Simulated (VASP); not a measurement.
Write the native input for VASP 6.6.1 that does the following.

| Quantity | Value |
| --- | --- |
| Task | single point |
| Functional | PBEsol |
| Potentials or basis | VASP PAW PBE potentials, release 64 (Mg) |
| Cutoff | 520 eV |
| k mesh | 10 × 10 × 3 |
| Occupations | fermi-dirac, width 0.05 eV |
| Spin | no spin polarisation |
| Dipole correction | no |
| Further INCAR settings | ALGO = Normal; EDIFF = 1e-06; NBANDS = 12 |

The structure of Mg lies in POSCAR:

```
Mg
1.0
    3.1338908191      0.0000000000      0.0000000000
   -1.5669454095      2.7140290620      0.0000000000
    0.0000000000      0.0000000000     10.1794008330
Mg
4
Direct
    0.6666666667      0.3333333333      0.7500000000
    0.0000000000      0.0000000000      0.5000000000
    0.3333333333      0.6666666667      0.2500000000
    0.0000000000      0.0000000000      0.0000000000
```

These files were run (other wordings do the same):

INCAR

```
SYSTEM = Mg
PREC = Accurate ; ENCUT = 520
EDIFF = 1E-6 ; ISMEAR = -1
SIGMA = 0.05 ; LREAL = .FALSE.
LASPH = .TRUE. ; NELM = 60
ALGO = Normal ; ISIF = 2
LWAVE = .FALSE. ; LCHARG = .FALSE.
GGA = PS ; NBANDS = 12
```

KPOINTS

```
regular mesh
0
G
  10 10 3
  0 0 0
```

Potentials or basis: VASP PAW PBE potentials, release 64 (Mg).

Command:

```bash
$ cat potpaw_PBE.64/Mg/POTCAR > POTCAR
$ mpirun -np 1 vasp_std > vasp.out
```

Results of the run:

```json
{
  "Pressure": "1.8 GPa",
  "Band gap on the k mesh": "zero (band 4 reaches 3.53 eV, above the bottom of band 5 at 1.66 eV)"
}
```

Caveat: the PAW data sets were made with another functional, which shifts forces and pressure a little.

It took 35 s on 1 thread of Intel Xeon 6975P-C, with other jobs on the host, peak memory 0.2 GiB.
